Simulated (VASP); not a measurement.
# BN (Cc) in VASP: further runs, part 3 of 3

VASP 6.6.1. The steps go on from the part before.

### 4 Single point, PBE (atoms displaced along a vibrational mode)

File INCAR:

```
SYSTEM = BN
PREC = Accurate
ENCUT = 520
EDIFF = 1E-6
ISMEAR = 0
SIGMA = 0.05
LREAL = .FALSE.
LASPH = .TRUE.
NELM = 100
ALGO = Normal
ISIF = 2
LWAVE = .FALSE.
LCHARG = .TRUE.
GGA = PE
LELF = .TRUE.
LVHAR = .TRUE.
NBANDS = 26
```

File KPOINTS:

```
Automatic mesh
0
G
  12 12 4
  0 0 0
```

File POSCAR:

```
BN
1.0
    2.5545800960      0.0000000000      0.0000000000
   -1.2772900480      2.2123312591      0.0000000000
    0.0000000000      0.0000000000      8.4490290704
B N
4 4
Direct
    0.6653665684      0.3333333333      0.4999029273
    0.6679667650      0.3333333333      0.9999029273
    0.3277905966      0.6666666667      0.2499029273
    0.3388760700      0.6666666667      0.7499029273
    0.6607948602      0.3333333333      0.3125970727
    0.6725384732      0.3333333333      0.8125970727
    0.3333333333      0.6666666667      0.0625970727
    0.3333333333      0.6666666667      0.5625970727
```

Potentials or basis: VASP PAW PBE potentials, release 64 (B, N).

The run is started by

```bash
cat potpaw_PBE.64/B/POTCAR potpaw_PBE.64/N/POTCAR > POTCAR
mpirun -np 1 vasp_std > vasp.out
```

OUTCAR:

```text
SYSTEM = BN
   PREC = Accurate
   ENCUT = 520
   EDIFF = 1E-6
   ISMEAR = 0
   LREAL = .FALSE.
   LASPH = .TRUE.
   NELM = 100
   ISIF = 2
   GGA = PE

 ion  position               nearest neighbor table
   1  0.665  0.333  0.500-   8 1.56   8 1.57   8 1.57   5 1.58
   2  0.668  0.333  1.000-   7 1.56   7 1.57   7 1.57   6 1.58
   3  0.328  0.667  0.250-   5 1.57   5 1.57   5 1.57   7 1.58
   4  0.339  0.667  0.750-   6 1.57   6 1.57   6 1.57   8 1.58
   5  0.661  0.333  0.313-   3 1.57   3 1.57   3 1.57   1 1.58
   6  0.673  0.333  0.813-   4 1.57   4 1.57   4 1.57   2 1.58
   7  0.333  0.667  0.063-   2 1.56   2 1.57   2 1.57   3 1.58
   8  0.333  0.667  0.563-   1 1.56   1 1.57   1 1.57   4 1.58

  LATTYP: Found a hexagonal cell.
 ALAT       =     2.5545800960
 C/A-ratio  =     3.3074042515

  Lattice vectors:

 A1 = (   2.5545800960,   0.0000000000,   0.0000000000)
 A2 = (  -1.2772900480,   2.2123312591,   0.0000000000)
 A3 = (   0.0000000000,   0.0000000000,   8.4490290704)

Analysis of symmetry for initial positions (statically):
=====================================================================
 Subroutine PRICEL returns:
 Original cell was already a primitive cell.

 Routine SETGRP: Setting up the symmetry group for a
 hexagonal supercell.

 Subroutine GETGRP returns: Found  2 space group operations
 (whereof  1 operations were pure point group operations)
 out of a pool of 24 trial point group operations.

The static configuration has the point symmetry C_1 .
 The point group associated with its full space group is C_1h.

Analysis of symmetry for dynamics (positions and initial velocities):
=====================================================================
 Subroutine PRICEL returns:
 Original cell was already a primitive cell.

[... 142 lines left out ...]
  Fermi-wavevector in a.u.,A,eV,Ry     =   1.432625  2.707270 27.924811  2.052416
  Thomas-Fermi vector in A             =   2.552232
   LORBIT       =      0    0 simple, 1 ext, 2 COOP (PROOUT), +10 PAW based schemes
   GGA     = PE    functional components
   LHFCALC =     F    Hartree Fock is set to
   AEXX    =    0.0000 exact exchange contribution
   IVDW    =     0    specifies the selected vdW correction
   LEPSILON=     F    determine dielectric tensor
   LRPA    =     F    only Hartree local field effects (RPA)
 non-spin polarized calculation
 Gauss-broadening in eV      SIGMA  =   0.05
  energy-cutoff  :      520.00
  volume of cell :       47.75
 maximum number of plane-waves:      1304
   NGX =  9   NGY =  9   NGZ = 31

 number of electron      31.9999998 magnetization

 Free energy of the ion-electron system (eV)
  ---------------------------------------------------
  ext. energy  EPLUGINS =         0.00000000
  ---------------------------------------------------
  free energy    TOTEN  =       -69.66316804 eV

  energy without entropy =      -69.66316804  energy(sigma->0) =      -69.66316804

 E-fermi :   7.7400     XC(G=0): -12.7613

 val. band max:        7.4286840258   @ k =   0.0000   0.0000   0.0000
 cond. band min:      12.6387644975   @ k =   0.3333   0.3333   0.0000
 fundamental gap:      5.2100804717
 Fermi energy:         7.7400451000

 k-point     1 :       0.0000    0.0000    0.0000
  band No.  band energies     occupation
      1     -12.8569      2.00000
      2     -11.4132      2.00000
      3     -11.4131      2.00000
      4      -8.7494      2.00000
      5      -3.3902      2.00000
      6       1.7628      2.00000
[... 685 lines left out ...]
     25      19.8462      0.00000
     26      20.8491      0.00000

 [... further k-points ...]

------------------------ aborting loop because EDIFF is reached ----------------------------------------

  FORCE on cell =-STRESS in cart. coord.  units (eV):
  Direction    XX          YY          ZZ          XY          YZ          ZX
  --------------------------------------------------------------------------------------
  -------------------------------------------------------------------------------------
  Total        0.0643188      0.0687099      0.0639878      0.0000000      0.0014760      0.0000000
  in kB        2.1581029      2.3054367      2.1469956      0.0000000      0.0495234      0.0000000
  external PRESSURE =       2.2035117 kB  Pullay stress =       0.0000000 kB

 VOLUME and BASIS-vectors are now :
 -----------------------------------------------------------------------------
  energy-cutoff  :      520.00
  volume of cell :       47.75
      direct lattice vectors                 reciprocal lattice vectors
     2.554580096  0.000000000  0.000000000     0.391453766  0.226005937  0.000000000
    -1.277290048  2.212331259  0.000000000     0.000000000  0.452011875  0.000000000
     0.000000000  0.000000000  8.449029070     0.000000000  0.000000000  0.118356795

 POSITION                                       TOTAL-FORCE (eV/Angst)
 -----------------------------------------------------------------------------------
      1.27397      0.73744      4.22369         0.015896     -0.000581     -0.001334
      1.28061      0.73744      8.44821        -0.015896     -0.000581     -0.001334
     -0.01416      1.47489      2.11144         0.064843      0.000241     -0.000955
      0.01416      1.47489      6.33595        -0.064843      0.000241     -0.000955
      1.26229      0.73744      2.64114         0.089389     -0.000456      0.000883
      1.29229      0.73744      6.86566        -0.089389     -0.000456      0.000883
     -0.00000      1.47489      0.52888         0.000658      0.000795      0.001406
     -0.00000      1.47489      4.75340        -0.000658      0.000795      0.001406
 -----------------------------------------------------------------------------------
    total drift:                                0.000001      0.000210      0.000263

  FREE ENERGIE OF THE ION-ELECTRON SYSTEM (eV)
  ---------------------------------------------------
  free  energy   TOTEN  =       -69.6631680353 eV

  energy  without entropy=      -69.6631680353  energy(sigma->0) =      -69.66316804
```

OSZICAR:

```text
N       E                     dE             d eps       ncg     rms          rms(c)
DAV:   1     0.108635569634E+03    0.10864E+03   -0.16900E+04  8528   0.120E+03
DAV:   2    -0.670598917663E+02   -0.17570E+03   -0.16589E+03 11258   0.281E+02
DAV:   3    -0.734467705752E+02   -0.63869E+01   -0.63555E+01 11742   0.503E+01
DAV:   4    -0.734866965980E+02   -0.39926E-01   -0.39886E-01 10800   0.426E+00
DAV:   5    -0.734871271472E+02   -0.43055E-03   -0.43033E-03 11484   0.416E-01    0.133E+01
DAV:   6    -0.699846105657E+02    0.35025E+01   -0.83759E+00 10980   0.167E+01    0.632E+00
DAV:   7    -0.697205947875E+02    0.26402E+00   -0.56336E-01 10382   0.467E+00    0.384E+00
DAV:   8    -0.696667811010E+02    0.53814E-01   -0.14790E-01  9802   0.243E+00    0.424E-01
DAV:   9    -0.696627308340E+02    0.40503E-02   -0.70013E-03 11030   0.598E-01    0.163E-01
DAV:  10    -0.696631638551E+02   -0.43302E-03   -0.12896E-03 10346   0.221E-01    0.487E-02
DAV:  11    -0.696631585873E+02    0.52678E-05   -0.15617E-04 11324   0.768E-02    0.124E-02
DAV:  12    -0.696631676875E+02   -0.91002E-05   -0.14089E-05 10040   0.282E-02    0.451E-03
DAV:  13    -0.696631680353E+02   -0.34787E-06   -0.81453E-07  7926   0.667E-03
   1 F= -.69663168E+02 E0= -.69663168E+02  d E =-.133870E-20
```

stdout:

```text
POSCAR found type information on POSCAR B N
 POSCAR found :  2 types and       8 ions
 scaLAPACK will be used
 LDA part: xc-table for (Slater+PW92), standard interpolation
 POSCAR, INCAR and KPOINTS ok, starting setup
 FFT: planning ... GRIDC
 FFT: planning ... GRID_SOFT
 FFT: planning ... GRID
 WAVECAR not read
 entering main loop
```

Run time: 2.9 min. Hardware: 1 thread of Intel Xeon 8259CL, shared host; peak memory 0.27 GiB.

What came out:

```
Free energy            : -69.6632 eV
Pressure               : 0.2 GPa
Largest force          : 0.089 eV/Å
Band gap on the k mesh : 5.21 eV
```

Forces in eV/Å, atoms in the order of the input:
```
B    0.016 -0.001 -0.001
B   -0.016 -0.001 -0.001
B    0.065  0.000 -0.001
B   -0.065  0.000 -0.001
N    0.089  0.000  0.001
N   -0.089  0.000  0.001
N    0.001  0.001  0.001
N   -0.001  0.001  0.001
```

Levels at points of the mesh, in eV from the valence-band top:
```
           k point  band 12  band 13  band 14  band 15  band 16  band 17  band 18  band 19  band 20  band 21
(0.00, 0.00, 0.00)    -1.16    -1.16    -0.26     0.00     0.00     8.33     8.33     8.55     9.40     9.40
(0.50, 0.00, 0.00)    -3.73    -3.73    -3.53    -3.53    -2.09     6.56     6.56     6.68     7.94     9.97
(0.00, 0.50, 0.00)    -3.73    -3.73    -3.53    -3.53    -2.09     6.56     6.56     6.68     7.94     9.97
(0.00, 0.00, 0.50)    -1.83    -0.39    -0.39    -0.36    -0.36     8.75     8.75     8.78     8.78     9.17
(0.50, 0.00, 0.50)    -4.60    -3.50    -3.41    -2.65    -2.63     6.74     6.81     6.82     6.86    10.91
(0.00, 0.50, 0.50)    -4.61    -3.46    -3.46    -2.64    -2.64     6.80     6.80     6.82     6.82    10.94
```

Caveat: the cell differs from its parent crystal (atoms displaced along a vibrational mode).

### 5 Summary

```tsv
cell	gap on the mesh (eV)	pressure (GPa)	largest force (eV/Å)
as given, atomic positions A	5.20	0.2	0.45
as given, atomic positions B	5.21	0.2	0.27
as given, atomic positions C	5.21	0.2	0.09
```

Alike in all rows: task single point; level PBE; potentials or basis VASP PAW PBE potentials, release 64 (B, N); no spin polarisation; k mesh 12 × 12 × 4; cutoff (eV) 520; smearing gaussian 0.05 eV.

Total energies depend on the potentials used, so only differences within one code and one set of settings carry meaning.
